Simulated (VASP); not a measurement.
Si3Ru: single point with PBE

Crystal: Si3Ru.

```xyz
4
Lattice="2.8592 0.0000 0.0000 0.0000 2.8592 0.0000 0.0000 0.0000 6.8490" Properties=species:S:1:pos:R:3 pbc="T T T"
Si    1.4296    1.4296    5.3385
Si    0.0000    0.0000    3.4245
Si    1.4296    1.4296    1.5106
Ru    0.0000    0.0000    0.0000
```

| Item | Value |
| --- | --- |
| Program | VASP 6.6.1 |
| Task | single point |
| Functional | PBE |
| Potentials or basis | VASP PAW PBE potentials, release 64 (Si, Ru_pv) |
| Cutoff | 520 eV |
| k mesh | 6 × 6 × 4 |
| Occupations | gaussian, width 0.1 eV |
| Spin | no spin polarisation |
| Dipole correction | no |
| Further INCAR settings | ALGO = Normal; EDIFF = 1e-06; NBANDS = 21 |

The pressure is 0.1 GPa and the largest force is 0.023 eV/Å. The band gap on the k mesh is zero (band 13 reaches 14.55 eV, above the bottom of band 14 at 9.31 eV).

Forces on the atoms (eV/Å):
```
Si   0.000  0.000 -0.023
Si   0.000  0.000  0.000
Si   0.000  0.000  0.023
Ru   0.000  0.000  0.000
```

Stress tensor (GPa, compression positive):
```
 0.25  0.00  0.00
 0.00  0.25  0.00
 0.00  0.00 -0.14
```

Levels at points of the mesh, in eV from the Fermi level:
| k point | band 11 | band 12 | band 13 | band 14 | band 15 | band 16 |
| --- | --- | --- | --- | --- | --- | --- |
| (0.00, 0.00, 0.00) | -1.60 | -0.17 | 2.88 | 2.88 | 2.94 | 5.41 |
| (0.50, 0.00, 0.00) | -2.39 | -1.85 | -1.10 | 1.90 | 3.10 | 3.32 |
| (0.50, 0.50, 0.00) | -2.70 | -0.96 | -0.38 | -0.38 | -0.36 | 1.31 |
| (0.00, 0.00, 0.50) | -1.41 | -0.17 | 3.79 | 3.79 | 4.16 | 4.16 |
| (0.50, 0.00, 0.50) | -1.91 | -1.58 | -1.11 | 0.34 | 2.73 | 2.84 |
| (0.50, 0.50, 0.50) | -2.79 | -2.59 | -2.59 | -0.52 | 1.31 | 1.60 |

Run time: 62 s on 1 thread of Intel(R) Xeon(R) Platinum 8488C (Sapphire Rapids) (shared host), peak memory 0.19 GiB.

Caveat: the k points lie up to 0.37 Å⁻¹ apart.
